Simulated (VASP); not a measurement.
# Ir: single point with PBE

Crystal: Ir.

```
Ir
1.0
     2.97149    0.00000    0.00000
    -1.48574    2.57338    0.00000
     0.00000    0.00000    4.46229
Ir
2
Direct
  0.66667 0.33333 0.75000
  0.33333 0.66667 0.25000
```

This cell differs from its parent crystal: strain +0.080 along x and y, +0.000 along z.

```
Program                : VASP 6.6.1
Task                   : single point
Functional             : PBE
Potentials or basis    : VASP PAW PBE potentials, release 64 (Ir)
Cutoff                 : 520 eV
k mesh                 : 18 × 18 × 12
Occupations            : gaussian, width 0.15 eV
Spin                   : no spin polarisation
Dipole correction      : no
Further INCAR settings : ALGO = Fast; EDIFF = 1e-07; NBANDS = 16
```

```
Pressure               : -34.1 GPa
Band gap on the k mesh : zero (band 9 reaches 8.09 eV, above the bottom of band 10 at 5.86 eV)
```

Stress tensor (GPa, compression positive):
```
-37.23   0.00   0.00
  0.00 -37.23   0.00
  0.00   0.00 -27.88
```

Levels at points of the mesh, in eV from the Fermi level:
```
           k point  band 5  band 6  band 7  band 8  band 9  band 10  band 11  band 12  band 13  band 14
(0.00, 0.00, 0.00)   -2.40   -2.31   -2.31   -2.30   -2.30     0.17     0.17     0.37     6.44    13.96
(0.50, 0.00, 0.00)   -2.87   -2.40   -1.89    0.07    0.52     0.90     2.05     3.09     7.72     9.58
(0.00, 0.00, 0.50)   -3.21   -3.21   -3.10   -3.10   -0.35    -0.35    -0.35    -0.35    13.58    13.58
(0.50, 0.00, 0.50)   -1.87   -1.87   -0.67   -0.67    0.36     0.36     1.67     1.67     5.95     5.95
```

Run time: 54 s on 1 thread of Intel(R) Xeon(R) 6975P-C (Granite Rapids), with other jobs on the host, peak memory 0.24 GiB.

Caveat: the cell differs from its parent crystal (strain +0.080 along x and y, +0.000 along z); spin-orbit coupling is left out, which moves the levels of the heavy elements.
